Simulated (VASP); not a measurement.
# PtS2 in VASP: single point with PBE+D3(BJ)

Aim: the single point of PtS2 with PBE+D3(BJ).

Program: VASP 6.6.1. These are calculated values, not measurements. Logs are shortened: lines on timing, memory, paths and dates and some standing lists are left out, and cuts for length are marked.

**1. The cell of the first run**

The cell holds a slab with vacuum, 6 atoms: a = 3.542 Å, b = 3.542 Å, c = 22.467 Å, α = 90.00°, β = 90.00°, γ = 120.00°.

**2. Single point, PBE+D3(BJ)**

Input file INCAR:

```
PREC = Accurate ; ENCUT = 520
EDIFF = 1E-6 ; ISMEAR = 0
SIGMA = 0.05 ; LREAL = F
LASPH = T ; NELM = 60
ALGO = Normal ; ISIF = 2
LWAVE = F ; LCHARG = F
LDIPOL = T ; IDIPOL = 3
DIPOL = 0.5 0.5 0.373 ; GGA = PE
IVDW = 12 ; NBANDS = 31
```

Input file KPOINTS:

```
regular mesh
0
Gamma
  9 9 1
```

Input file POSCAR:

```
PtS2
1.0
    3.5415278079      0.0000000000      0.0000000000
   -1.7707639039      3.0670530498      0.0000000000
    0.0000000000      0.0000000000     22.4670615492
S Pt
4 2
Direct
    0.6666666667      0.3333333333      0.2002932155
    0.3333333333      0.6666666667      0.3105198000
    0.5000000000      1.3333333333      0.4361587841
    0.8333333333      1.0000000000      0.5464747177
    0.0000000000      0.0000000000      0.2557158541
    1.1666666667      1.6666666667      0.4910945737
```

Potentials or basis: VASP PAW PBE potentials, release 64 (S, Pt).

Run with:

```console
> cat potpaw_PBE.64/S/POTCAR potpaw_PBE.64/Pt/POTCAR > POTCAR
> mpirun -np 1 vasp_std > vasp.out
```

OUTCAR:

```text
PREC = Accurate
   ENCUT = 520
   EDIFF = 1E-6
   ISMEAR = 0
   LREAL = F
   LASPH = T
   NELM = 60
   ISIF = 2
   GGA = PE
   IVDW = 12
 IVDW          = 12

 ion  position               nearest neighbor table
   1  0.667  0.333  0.200-   5 2.39   5 2.39   5 2.39
   2  0.333  0.667  0.311-   5 2.39   5 2.39   5 2.39
   3  0.500  0.333  0.436-   6 2.39   6 2.39   6 2.39
   4  0.833  0.000  0.546-   6 2.39   6 2.39   6 2.39
   5  0.000  0.000  0.256-   2 2.39   2 2.39   2 2.39   1 2.39   1 2.39   1 2.39
   6  0.167  0.667  0.491-   3 2.39   3 2.39   3 2.39   4 2.39   4 2.39   4 2.39

  LATTYP: Found a hexagonal cell.
 ALAT       =     3.5415278079
 C/A-ratio  =     6.3438896340

  Lattice vectors:

 A1 = (   3.5415278079,   0.0000000000,   0.0000000000)
 A2 = (  -1.7707639039,   3.0670530498,   0.0000000000)
 A3 = (   0.0000000000,   0.0000000000,  22.4670615492)

Analysis of symmetry for initial positions (statically):
=====================================================================
 Subroutine PRICEL returns:
 Original cell was already a primitive cell.

 Routine SETGRP: Setting up the symmetry group for a
 hexagonal supercell.

 Subroutine GETGRP returns: Found  1 space group operations
 (whereof  1 operations were pure point group operations)
 out of a pool of 24 trial point group operations.

The static configuration has the point symmetry C_1 .

Analysis of symmetry for dynamics (positions and initial velocities):
=====================================================================
 Subroutine PRICEL returns:
 Original cell was already a primitive cell.

 Routine SETGRP: Setting up the symmetry group for a
 hexagonal supercell.

 Subroutine GETGRP returns: Found  1 space group operations
 (whereof  1 operations were pure point group operations)
 out of a pool of 24 trial point group operations.

The dynamic configuration has the point symmetry C_1 .

 Subroutine INISYM returns: Found  1 space group operations
 (whereof  1 operations are pure point group operations),
 and found     1 'primitive' translations

----------------------------------------------------------------------------------------

                                     Primitive cell

  volume of cell :     244.0384

  direct lattice vectors                    reciprocal lattice vectors
     3.541527808  0.000000000  0.000000000     0.282364012  0.163022938  0.000000000
    -1.770763904  3.067053050  0.000000000     0.000000000  0.326045877  0.000000000
     0.000000000  0.000000000 22.467061549     0.000000000  0.000000000  0.044509603

  length of vectors
     3.541527808  3.541527808 22.467061549     0.326045877  0.326045877  0.044509603

  position of ions in fractional coordinates (direct lattice)
     0.666666667  0.333333333  0.200293215
     0.333333333  0.666666667  0.310519800
     0.500000000  0.333333333  0.436158784
     0.833333333  0.000000000  0.546474718
     0.000000000  0.000000000  0.255715854
     0.166666667  0.666666667  0.491094574

  ion indices of the primitive-cell ions
   primitive index   ion index
                 1           1
                 2           2
                 3           3
                 4           4
                 5           5
                 6           6

----------------------------------------------------------------------------------------

 KPOINTS: regular mesh

Automatic generation of k-mesh.
 Grid dimensions read from file:
 generate k-points for:    9    9    1

 Generating k-lattice:

  Cartesian coordinates                     Fractional coordinates (reciprocal lattice)
     0.031373779  0.018113660  0.000000000     0.111111111 -0.000000000  0.000000000
     0.000000000  0.036227320  0.000000000     0.000000000  0.111111111  0.000000000
     0.000000000  0.000000000  0.044509603     0.000000000  0.000000000  1.000000000

  Length of vectors
     0.036227320  0.036227320  0.044509603

  Shift w.r.t. Gamma in fractional coordinates (k-lattice)
     0.000000000  0.000000000  0.000000000

 Subroutine IBZKPT returns following result:
 ===========================================

 Found     41 irreducible k-points:

 Following reciprocal coordinates:
            Coordinates               Weight
  0.000000  0.000000  0.000000      1.000000
  0.111111 -0.000000  0.000000      2.000000
  0.000000  0.111111  0.000000      2.000000
 -0.111111  0.111111  0.000000      2.000000
  0.222222  0.000000  0.000000      2.000000
  0.000000  0.222222  0.000000      2.000000
[... 16 lines left out ...]
  0.333333  0.111111  0.000000      2.000000
 -0.111111  0.444444  0.000000      2.000000
 [... further k-points ...]
   k-points           NKPTS =     41   k-points in BZ     NKDIM =     41   number of bands    NBANDS=     31
   number of dos      NEDOS =    301   number of ions     NIONS =      6
   total plane-waves  NPLWV = 131712
   dimension x,y,z NGX =    28 NGY =   28 NGZ =  168
   dimension x,y,z NGXF=    56 NGYF=   56 NGZF=  336
   ions per type =               4   2
   NGX,Y,Z   is equivalent  to a cutoff of  13.14, 13.14, 12.43 a.u.
   NGXF,Y,Z  is equivalent  to a cutoff of  26.29, 26.29, 24.86 a.u.
 SYSTEM =  unknown system
   PREC   = accura    normal or accurate (medium, high low for compatibility)
   ISTART =      0    job   : 0-new  1-cont  2-samecut
   ICHARG =      2    charge: 1-file 2-atom 10-const
   ISPIN  =      1    spin polarized calculation?
   LNONCOLLINEAR =      F non collinear calculations
   LSORBIT =      F    spin-orbit coupling
   LASPH  =      T    aspherical Exc in radial PAW
   ENCUT  =  520.0 eV  38.22 Ry    6.18 a.u.   6.58  6.58 41.77*2*pi/ulx,y,z
   NELM   =     60;   NELMIN=  2; NELMDL= -5     # of ELM steps
   EDIFF  = 0.1E-05   stopping-criterion for ELM
   LREAL  =      F    real-space projection
   EDIFFG = 0.1E-04   stopping-criterion for IOM
   NSW    =      0    number of steps for IOM
   IBRION =     -1    ionic relax: 0-MD 1-quasi-New 2-CG
   NFREE  =      0    steps in history (QN), initial steepest desc. (CG)
   ISIF   =      2    stress and relaxation
   ISYM   =      2    0-nonsym 1-usesym 2-fastsym
   POTIM  = 0.5000    time-step for ionic-motion
   TEBEG  =    0.0;   TEEND  =   0.0 temperature during run
   PSTRESS=    0.0 pullay stress
   NELECT =      44.0000    total number of electrons
   NUPDOWN=      -1.0000    fix difference up-down
   EMIN   =  10.00;   EMAX   =-10.00  energy-range for DOS
   EFERMI =   0.00;   METHOD = LEGACY
   ISMEAR =     0;   SIGMA  =   0.05  broadening in eV -4-tet -1-fermi 0-gaus
   EFERMI_NEDOS =   21; number of points for ismear=-14 and -15
   IALGO  =     38    algorithm
   IMIX   =      4    mixing-type and parameters
     AMIX     =   0.40;   BMIX     =  1.00
     AMIX_MAG =   1.60;   BMIX_MAG =  1.00
  volume/ion in A,a.u.               =      40.67       274.48
  Fermi-wavevector in a.u.,A,eV,Ry     =   0.924854  1.747720 11.637800  0.855354
  Thomas-Fermi vector in A             =   2.050645
   LORBIT       =      0    0 simple, 1 ext, 2 COOP (PROOUT), +10 PAW based schemes
   GGA     = PE    functional components
   LHFCALC =     F    Hartree Fock is set to
   AEXX    =    0.0000 exact exchange contribution
   IVDW    =    12    specifies the selected vdW correction
   LEPSILON=     F    determine dielectric tensor
   LRPA    =     F    only Hartree local field effects (RPA)
 non-spin polarized calculation
 Gauss-broadening in eV      SIGMA  =   0.05
  energy-cutoff  :      520.00
  volume of cell :      244.04
 maximum number of plane-waves:      6671
   NGX = 13   NGY = 13   NGZ = 83

 number of electron      44.0000000 magnetization

 dipolmoment           0.000000      0.000000     -0.004215 electrons x Angstroem

 Free energy of the ion-electron system (eV)
  ---------------------------------------------------
  ext. energy  EPLUGINS =         0.00000000
  ---------------------------------------------------
  free energy    TOTEN  =       -30.82982118 eV

  energy without entropy =      -30.82982118  energy(sigma->0) =      -30.82982118

 E-fermi :  -0.0572     XC(G=0):  -5.3877

 val. band max:       -0.3178672465   @ k =  -0.1111   0.1111   0.0000
 cond. band min:       0.7917385790   @ k =   0.2222   0.0000   0.0000
 fundamental gap:      1.1096058255
 Fermi energy:        -0.0571890043

 k-point     1 :       0.0000    0.0000    0.0000
  band No.  band energies     occupation
      1     -15.0123      2.00000
      2     -14.8512      2.00000
      3     -12.8699      2.00000
      4     -12.5623      2.00000
      5      -6.4811      2.00000
      6      -6.4431      2.00000
[... 23 lines left out ...]
     30       5.3199      0.00000
     31       5.5783      0.00000

 k-point     2 :       0.1111   -0.0000    0.0000
  band No.  band energies     occupation
      1     -14.8587      2.00000
      2     -14.6963      2.00000
      3     -12.8902      2.00000
      4     -12.6051      2.00000
      5      -6.5141      2.00000
      6      -6.3842      2.00000
[... 23 lines left out ...]
     30       5.9224      0.00000
     31       6.0099      0.00000

 k-point     3 :       0.0000    0.1111    0.0000
  band No.  band energies     occupation
      1     -14.8580      2.00000
      2     -14.6968      2.00000
      3     -12.8884      2.00000
      4     -12.6069      2.00000
      5      -6.5158      2.00000
      6      -6.3895      2.00000
[... 703 lines left out ...]
     30       7.0347      0.00000
     31       7.3435      0.00000

 k-point    24 :      -0.1111    0.4444    0.0000
  band No.  band energies     occupation
      1     -13.5192      2.00000
      2     -13.3909      2.00000
      3     -12.9961      2.00000
      4     -12.8928      2.00000
      5      -6.8128      2.00000
      6      -6.7205      2.00000
[... 23 lines left out ...]
     30       6.9881      0.00000
     31       7.3634      0.00000

 [... further k-points ...]

------------------------ aborting loop because EDIFF is reached ----------------------------------------

 vacuum level on the upper side and lower side of the slab       (xc-potential included)        -0.347        -0.294

 Edisp (eV)   -2.01744

 E8    (eV) :    -0.8365

  FORCE on cell =-STRESS in cart. coord.  units (eV):
  Direction    XX          YY          ZZ          XY          YZ          ZX
  --------------------------------------------------------------------------------------
  -------------------------------------------------------------------------------------
  Total      -0.12722    -0.08326    -0.21604    -0.18016    -0.20864     0.32040
  in kB      -0.83525    -0.54665    -1.41834    -1.18280    -1.36975     2.10348
  external pressure =       -0.93 kB  Pullay stress =        0.00 kB

 VOLUME and BASIS-vectors are now :
 -----------------------------------------------------------------------------
  energy-cutoff  :      520.00
  volume of cell :      244.04
      direct lattice vectors                 reciprocal lattice vectors
     3.541527808  0.000000000  0.000000000     0.282364012  0.163022938  0.000000000
    -1.770763904  3.067053050  0.000000000     0.000000000  0.326045877  0.000000000
     0.000000000  0.000000000 22.467061549     0.000000000  0.000000000  0.044509603

 POSITION                                       TOTAL-FORCE (eV/Angst)
 -----------------------------------------------------------------------------------
      1.77076      1.02235      4.50000        -0.048291      0.016070      0.040106
     -0.00000      2.04470      6.97647        -0.112938      0.062082     -0.040042
      1.18051      1.02235      9.79921         0.080409     -0.064182      0.041219
      2.95127      0.00000     12.27768         0.010453     -0.021273     -0.039550
      0.00000      0.00000      5.74518         0.069297     -0.017976     -0.002192
     -0.59025      2.04470     11.03345         0.001071      0.025279      0.000460
 -----------------------------------------------------------------------------------
    total drift:                                0.000000      0.000030      0.000834

  FREE ENERGIE OF THE ION-ELECTRON SYSTEM (eV)
  ---------------------------------------------------
  free  energy   TOTEN  =       -32.8472633374 eV

  energy  without entropy=      -32.8472633374  energy(sigma->0) =      -32.84726334

 vacuum level on the upper side and lower side of the slab         5.157         5.213
```

Wall time 11 min (1 thread of Oxide Virtual Turin-like, shared host); peak memory 0.47 GiB.

What came out:

```
Free energy                : -32.8473 eV
Largest force              : 0.135 eV/Å
Band gap on the k mesh     : 1.11 eV, indirect (least direct gap 1.27 eV)
Dispersion energy per atom : -0.336 eV
```

Forces in eV/Å, atoms in the order of the input:
```
S   -0.048  0.016  0.040
S   -0.113  0.062 -0.040
S    0.080 -0.064  0.041
S    0.010 -0.021 -0.040
Pt   0.069 -0.018 -0.002
Pt   0.001  0.025  0.000
```

Caveat: spin-orbit coupling is left out, which moves the levels of the heavy elements.
